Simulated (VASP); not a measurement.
**TiSi2: single point with PBEsol**

TiSi2:

```
Ti Si
1.0
    -1.42930    1.66804    4.09236
     1.42930   -1.66804    4.09236
     1.42930    1.66804   -4.09236
Ti Si
1 2
Cartesian
  0.0000 0.0000 0.0000
  0.0000 0.0000 5.4835
  0.0000 0.0000 2.7013
```

```json
{"Program": "VASP 6.6.1", "Task": "single point", "Functional": "PBEsol", "Potentials or basis": "VASP PAW PBE potentials, release 64 (Ti_sv, Si)", "Cutoff": "520 eV", "k mesh": "12 × 12 × 12", "Occupations": "fermi-dirac, width 0.05 eV", "Spin": "no spin polarisation", "Dipole correction": "no", "Further INCAR settings": "ALGO = Normal; EDIFF = 1e-07; NBANDS = 17"}
```

```
Pressure               : 10.1 GPa
Band gap on the k mesh : zero (bands 10 and 11 overlap by 2.60 eV)
```

Forces in eV/Å, atoms in the order of the input:
```
Ti   0.000  0.000  0.000
Si   0.000  0.000 -0.003
Si   0.000  0.000  0.003
```

Levels at points of the mesh, in eV from the Fermi level:
```tsv
k point	band 8	band 9	band 10	band 11	band 12	band 13
(0.00, 0.00, 0.00)	-2.33	-0.75	0.90	2.15	2.67	3.41
(0.50, 0.00, 0.00)	-3.89	-0.77	1.08	2.25	2.86	3.99
(0.00, 0.50, 0.00)	-3.53	-1.05	-0.52	0.99	2.97	3.82
(0.50, 0.50, 0.00)	-4.53	-3.07	-1.46	-0.59	3.15	3.26
(0.50, 0.50, 0.50)	-1.33	-0.45	0.47	2.20	2.74	2.82
```

Wall time 5.9 min on 1 thread of AMD EPYC 7R13 Processor (Zen 3), with other jobs on the host, peak memory 0.3 GiB.

Caveat: the cell stands under pressure; the PAW data sets were made with another functional, which shifts forces and pressure a little.
